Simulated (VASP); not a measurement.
# BeCo (Pm-3m) in VASP: further runs

Runs on BeCo. Level: LDA. Tasks: single point.

Everything below comes from runs of VASP 6.6.1. Logs are shortened: lines on timing, memory, paths and dates and some standing lists are left out, and cuts for length are marked.

## 1. The cell of the first run

It takes space group Pm-3m (No. 221, cubic). The conventional cell has a = 2.606 Å, b = 2.606 Å, c = 2.606 Å, α = 90.00°, β = 90.00°, γ = 90.00°. Within 3.0 Å of Be (site symmetry m-3m) lie 8 Co at 2.26 Å and 6 Be at 2.61 Å. Co (site symmetry m-3m) has 8 Be at 2.26 Å and 6 Co at 2.61 Å within 3.0 Å.

## 2. Single point, LDA, collinear spin, ferromagnetic start

The input, INCAR:

```
SYSTEM = BeCo
PREC = Accurate ; ENCUT = 520
EDIFF = 1E-6 ; ISMEAR = -1
SIGMA = 0.2 ; LREAL = .FALSE.
LASPH = .TRUE. ; NELM = 150
ALGO = Normal ; ISIF = 2
LWAVE = .FALSE. ; LCHARG = .FALSE.
ISPIN = 2 ; MAGMOM = 0 3.2
LORBIT = 11 ; LMAXMIX = 4
GGA = CA ; NBANDS = 16
```

The input, KPOINTS:

```
Automatic mesh
0
G
  10 10 10
  0 0 0
```

The input, POSCAR:

```
BeCo
1.0
    2.6060000000      0.0000000000      0.0000000000
    0.0000000000      2.6060000000      0.0000000000
    0.0000000000      0.0000000000      2.6060000000
Be Co
1 1
Direct
    0.0000000000      0.0000000000      0.0000000000
    0.5000000000      0.5000000000      0.5000000000
```

Potentials or basis: VASP PAW LDA potentials, release 64 (Be, Co).

Launch:

```sh
> cat potpaw_LDA.64/Be/POTCAR potpaw_LDA.64/Co/POTCAR > POTCAR
> mpirun -np 1 vasp_std > vasp.out
```

OUTCAR:

```text
SYSTEM = BeCo
   PREC = Accurate
   ENCUT = 520
   EDIFF = 1E-6
   ISMEAR = -1
   LREAL = .FALSE.
   LASPH = .TRUE.
   NELM = 150
   ISIF = 2
   ISPIN = 2
   LORBIT = 11
   GGA = CA

 ion  position               nearest neighbor table
   1  0.000  0.000  0.000-   2 2.26   2 2.26   2 2.26   2 2.26   2 2.26   2 2.26   2 2.26   2 2.26

   2  0.500  0.500  0.500-   1 2.26   1 2.26   1 2.26   1 2.26   1 2.26   1 2.26   1 2.26   1 2.26

  LATTYP: Found a simple cubic cell.
 ALAT       =     2.6060000000

  Lattice vectors:

 A1 = (   2.6060000000,   0.0000000000,   0.0000000000)
 A2 = (   0.0000000000,   2.6060000000,   0.0000000000)
 A3 = (   0.0000000000,   0.0000000000,   2.6060000000)

Analysis of symmetry for initial positions (statically):
=====================================================================
 Subroutine PRICEL returns:
 Original cell was already a primitive cell.

 Routine SETGRP: Setting up the symmetry group for a
 simple cubic supercell.

 Subroutine GETGRP returns: Found 48 space group operations
[... 9 lines left out ...]

 Routine SETGRP: Setting up the symmetry group for a
 simple cubic supercell.

 Subroutine GETGRP returns: Found 48 space group operations
 (whereof 48 operations were pure point group operations)
 out of a pool of 48 trial point group operations.

The dynamic configuration has the point symmetry O_h .

Analysis of structural, dynamic, and magnetic symmetry:
=====================================================================
 Subroutine PRICEL returns:
 Original cell was already a primitive cell.

 Routine SETGRP: Setting up the symmetry group for a
 simple cubic supercell.

 Subroutine GETGRP returns: Found 48 space group operations
 (whereof 48 operations were pure point group operations)
 out of a pool of 48 trial point group operations.

The overall configuration has the point symmetry O_h .

 Subroutine INISYM returns: Found 48 space group operations
[... 5 lines left out ...]
                                     Primitive cell

  volume of cell :      17.6980

  direct lattice vectors                    reciprocal lattice vectors
     2.606000000  0.000000000  0.000000000     0.383729854  0.000000000  0.000000000
     0.000000000  2.606000000  0.000000000     0.000000000  0.383729854  0.000000000
     0.000000000  0.000000000  2.606000000     0.000000000  0.000000000  0.383729854

  length of vectors
     2.606000000  2.606000000  2.606000000     0.383729854  0.383729854  0.383729854

  position of ions in fractional coordinates (direct lattice)
     0.000000000  0.000000000  0.000000000
     0.500000000  0.500000000  0.500000000

  ion indices of the primitive-cell ions
   primitive index   ion index
                 1           1
                 2           2

----------------------------------------------------------------------------------------

 KPOINTS: Automatic mesh

Automatic generation of k-mesh.
 Grid dimensions read from file:
 generate k-points for:   10   10   10

 Generating k-lattice:

  Cartesian coordinates                     Fractional coordinates (reciprocal lattice)
     0.038372985  0.000000000  0.000000000     0.100000000  0.000000000  0.000000000
     0.000000000  0.038372985  0.000000000     0.000000000  0.100000000  0.000000000
     0.000000000  0.000000000  0.038372985     0.000000000  0.000000000  0.100000000

  Length of vectors
     0.038372985  0.038372985  0.038372985

  Shift w.r.t. Gamma in fractional coordinates (k-lattice)
     0.000000000  0.000000000  0.000000000

 Subroutine IBZKPT returns following result:
 ===========================================

 Found     56 irreducible k-points:

 Following reciprocal coordinates:
            Coordinates               Weight
  0.000000  0.000000  0.000000      1.000000
  0.100000  0.000000  0.000000      6.000000
  0.200000  0.000000  0.000000      6.000000
  0.300000  0.000000  0.000000      6.000000
  0.400000  0.000000  0.000000      6.000000
  0.500000  0.000000  0.000000      3.000000
[... 16 lines left out ...]
  0.200000  0.100000  0.100000     24.000000
  0.300000  0.100000  0.100000     24.000000
 [... further k-points ...]
   k-points           NKPTS =     56   k-points in BZ     NKDIM =     56   number of bands    NBANDS=     16
   number of dos      NEDOS =    301   number of ions     NIONS =      2
   total plane-waves  NPLWV =   8000
   dimension x,y,z NGX =    20 NGY =   20 NGZ =   20
   dimension x,y,z NGXF=    40 NGYF=   40 NGZF=   40
   ions per type =               1   1
   NGX,Y,Z   is equivalent  to a cutoff of  12.76, 12.76, 12.76 a.u.
   NGXF,Y,Z  is equivalent  to a cutoff of  25.52, 25.52, 25.52 a.u.
 SYSTEM =  BeCo
   PREC   = accura    normal or accurate (medium, high low for compatibility)
   ISTART =      0    job   : 0-new  1-cont  2-samecut
   ICHARG =      2    charge: 1-file 2-atom 10-const
   ISPIN  =      2    spin polarized calculation?
   LNONCOLLINEAR =      F non collinear calculations
   LSORBIT =      F    spin-orbit coupling
   LASPH  =      T    aspherical Exc in radial PAW
   ENCUT  =  520.0 eV  38.22 Ry    6.18 a.u.   4.85  4.85  4.85*2*pi/ulx,y,z
   NELM   =    150;   NELMIN=  2; NELMDL= -5     # of ELM steps
   EDIFF  = 0.1E-05   stopping-criterion for ELM
   LREAL  =      F    real-space projection
   EDIFFG = 0.1E-04   stopping-criterion for IOM
   NSW    =      0    number of steps for IOM
   IBRION =     -1    ionic relax: 0-MD 1-quasi-New 2-CG
   NFREE  =      0    steps in history (QN), initial steepest desc. (CG)
   ISIF   =      2    stress and relaxation
   ISYM   =      2    0-nonsym 1-usesym 2-fastsym
   POTIM  = 0.5000    time-step for ionic-motion
   TEBEG  =    0.0;   TEEND  =   0.0 temperature during run
   PSTRESS=    0.0 pullay stress
   NELECT =      11.0000    total number of electrons
   NUPDOWN=      -1.0000    fix difference up-down
   EMIN   =  10.00;   EMAX   =-10.00  energy-range for DOS
   EFERMI =   0.00;   METHOD = LEGACY
   ISMEAR =    -1;   SIGMA  =   0.20  broadening in eV -4-tet -1-fermi 0-gaus
   EFERMI_NEDOS =   21; number of points for ismear=-14 and -15
   IALGO  =     38    algorithm
   IMIX   =      4    mixing-type and parameters
     AMIX     =   0.40;   BMIX     =  1.00
     AMIX_MAG =   1.60;   BMIX_MAG =  1.00
  volume/ion in A,a.u.               =       8.85        59.72
  Fermi-wavevector in a.u.,A,eV,Ry     =   1.397112  2.640159 26.557522  1.951923
  Thomas-Fermi vector in A             =   2.520400
   LORBIT       =     11    0 simple, 1 ext, 2 COOP (PROOUT), +10 PAW based schemes
   GGA     = CA    functional components
   LHFCALC =     F    Hartree Fock is set to
   AEXX    =    0.0000 exact exchange contribution
   IVDW    =     0    specifies the selected vdW correction
   LEPSILON=     F    determine dielectric tensor
   LRPA    =     F    only Hartree local field effects (RPA)
 spin polarized calculation
  energy-cutoff  :      520.00
  volume of cell :       17.70
 maximum number of plane-waves:       488
 NGX is ok and might be reduce to    20
   NGX =  9   NGY =  9   NGZ =  9

 number of electron      10.9999998 magnetization       0.0031766

 number of electron      10.9999998 magnetization      -0.0000652

 Free energy of the ion-electron system (eV)
  ---------------------------------------------------
  ext. energy  EPLUGINS =         0.00000000
  ---------------------------------------------------
  free energy    TOTEN  =       -13.13560486 eV

  energy without entropy =      -12.88483108  energy(sigma->0) =      -13.01021797

 E-fermi :   8.5426     XC(G=0): -12.6973

 val. band max:        8.5203466932   @ k =   0.3000   0.0000   0.0000
 cond. band min:       8.5450803172   @ k =   0.4000   0.0000   0.0000
 fundamental gap:      0.0247336240
 Fermi energy:         8.5425726842

 spin component 1

 k-point     1 :       0.0000    0.0000    0.0000
  band No.  band energies     occupation
      1      -0.9103      1.00000
      2       5.8264      1.00000
      3       5.8264      1.00000
      4       8.4560      0.60653
      5       8.4560      0.60653
      6       8.4560      0.60653
[... 8 lines left out ...]
     15      37.4229      0.00000
     16      39.6307      0.00000

 k-point     2 :       0.1000    0.0000    0.0000
  band No.  band energies     occupation
      1      -0.7092      1.00000
      2       5.8473      1.00000
      3       5.8701      1.00000
      4       8.3157      0.75662
      5       8.3157      0.75662
      6       8.4654      0.59534
[... 8 lines left out ...]
     15      36.8859      0.00000
     16      37.5106      0.00000
[... 387 lines left out ...]
      5       7.8626      0.96770
      6       8.2580      0.80578
[... 8 lines left out ...]
     15      33.8584      0.00000
     16      37.8793      0.00000

 k-point    24 :       0.3000    0.1000    0.1000
  band No.  band energies     occupation
      1       1.1785      1.00000
      2       5.7581      1.00000
      3       6.2227      0.99999
      4       7.4545      0.99568
      5       7.6101      0.99065
      6       8.3098      0.76205
[... 8 lines left out ...]
     15      34.7957      0.00000
     16      35.5409      0.00000

 [... further k-points ...]

 spin component 2

 k-point     1 :       0.0000    0.0000    0.0000
  band No.  band energies     occupation
      1      -0.9103      1.00000
      2       5.8264      1.00000
      3       5.8264      1.00000
      4       8.4560      0.60655
      5       8.4560      0.60655
      6       8.4560      0.60655
[... 8 lines left out ...]
     15      37.4229      0.00000
     16      39.6307      0.00000

 k-point     2 :       0.1000    0.0000    0.0000
  band No.  band energies     occupation
      1      -0.7092      1.00000
      2       5.8473      1.00000
      3       5.8701      1.00000
      4       8.3157      0.75663
      5       8.3157      0.75663
      6       8.4653      0.59536
[... 8 lines left out ...]
     15      36.8859      0.00000
     16      37.5106      0.00000
[... 387 lines left out ...]
      5       7.8626      0.96770
      6       8.2580      0.80580
[... 8 lines left out ...]
     15      33.8584      0.00000
     16      37.8793      0.00000

 k-point    24 :       0.3000    0.1000    0.1000
  band No.  band energies     occupation
      1       1.1785      1.00000
      2       5.7581      1.00000
      3       6.2227      0.99999
      4       7.4545      0.99568
      5       7.6100      0.99065
      6       8.3098      0.76206
[... 8 lines left out ...]
     15      34.7957      0.00000
     16      35.5409      0.00000

 [... further k-points ...]
[... 5 lines left out ...]
  --------------------------------------------------------------------------------------
  -------------------------------------------------------------------------------------
  Total       -1.5676177     -1.5676177     -1.5676177      0.0000000      0.0000000     -0.0000000
  in kB     -141.9147426   -141.9147426   -141.9147426      0.0000000      0.0000000     -0.0000000
  external PRESSURE =    -141.9147426 kB  Pullay stress =       0.0000000 kB

 VOLUME and BASIS-vectors are now :
 -----------------------------------------------------------------------------
  energy-cutoff  :      520.00
  volume of cell :       17.70
      direct lattice vectors                 reciprocal lattice vectors
     2.606000000  0.000000000  0.000000000     0.383729854  0.000000000  0.000000000
     0.000000000  2.606000000  0.000000000     0.000000000  0.383729854  0.000000000
     0.000000000  0.000000000  2.606000000     0.000000000  0.000000000  0.383729854

 POSITION                                       TOTAL-FORCE (eV/Angst)
 -----------------------------------------------------------------------------------
      0.00000      0.00000      0.00000         0.000000      0.000000      0.000000
      1.30300      1.30300      1.30300         0.000000      0.000000      0.000000
 -----------------------------------------------------------------------------------
    total drift:                               -0.000000      0.000000     -0.000000

  FREE ENERGIE OF THE ION-ELECTRON SYSTEM (eV)
  ---------------------------------------------------
  free  energy   TOTEN  =       -13.1356048618 eV

  energy  without entropy=      -12.8848310776  energy(sigma->0) =      -13.01021797

 total charge

# of ion       s       p       d       tot
------------------------------------------
    1        0.447   0.708   0.000   1.155
    2        0.478   0.559   7.433   8.470
--------------------------------------------------
tot          0.925   1.267   7.433   9.625

 magnetization (x)

# of ion       s       p       d       tot
------------------------------------------
    1        0.000   0.000   0.000   0.000
    2       -0.000   0.000  -0.000  -0.000
--------------------------------------------------
tot         -0.000   0.000  -0.000  -0.000
```

It took 24 s on 1 thread of Intel Xeon Platinum 8375C at 2.90GHz (Ice Lake), shared host; peak memory 0.14 GiB.

Results:

```yaml
Free_energy: -13.1356 eV
Pressure: -14.2 GPa
Net_moment: 0.00 μB per cell
Valence_electrons_inside_the_program's_atomic_spheres: Be 1.16; Co 8.47
```

Caveat: the starting moments collapsed, and a magnetic state may lie lower.

(Continued in part 2 of 2.)
